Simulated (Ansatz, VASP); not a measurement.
## Two plane-wave programs on Al6O

```
Al O
1.0
     5.71352    0.00000    0.00000
     0.00000    5.71352    0.00000
     0.00000    0.00000   22.17470
Al O
12 2
Direct
  0.25000 0.25000 0.18039
  0.25000 0.75000 0.18039
  0.75000 0.25000 0.18039
  0.75000 0.75000 0.18039
  0.00000 0.00000 0.27441
  0.00000 0.50000 0.27441
  0.50000 0.00000 0.27441
  0.50000 0.50000 0.27441
  0.25000 0.25000 0.36865
  0.25000 0.75000 0.36865
  0.75000 0.25000 0.36865
  0.75000 0.75000 0.36865
  0.10464 0.25000 0.53100
  0.39536 0.25000 0.53100
```

Alike in both runs: task single point; functional PBE; k mesh 5 × 5 × 1; occupations gaussian, width 0.1 eV; collinear spin.

|  | VASP | Ansatz |
| --- | --- | --- |
| version | VASP 6.6.1 | Ansatz 0.2.0 |
| potentials or method | VASP PAW PBE potentials, release 64 (Al, O), cutoff 520 eV | scalar-relativistic, plane waves, PAW |
| valence electrons in the cell | 48 | 48 |

|  | VASP | Ansatz | Ansatz less VASP |
| --- | --- | --- | --- |
| gap on the k mesh at the Fermi level (eV) | none | none | - |
| rms of the force components (eV/Å) | 1.511 | 1.589 | +0.0780 |
| net moment per atom (μB) | 0.06 | 0.13 | +0.070 |
| size of the moment on the site where the two differ most (μB) | 0.31 | 0.68 | +0.363 |

Site moments also hang on the region over which each program counts them. Atom by atom the forces differ by 0.083 eV/Å (rms over components). A gap of «none» marks a metal or a gap that the smearing closes.
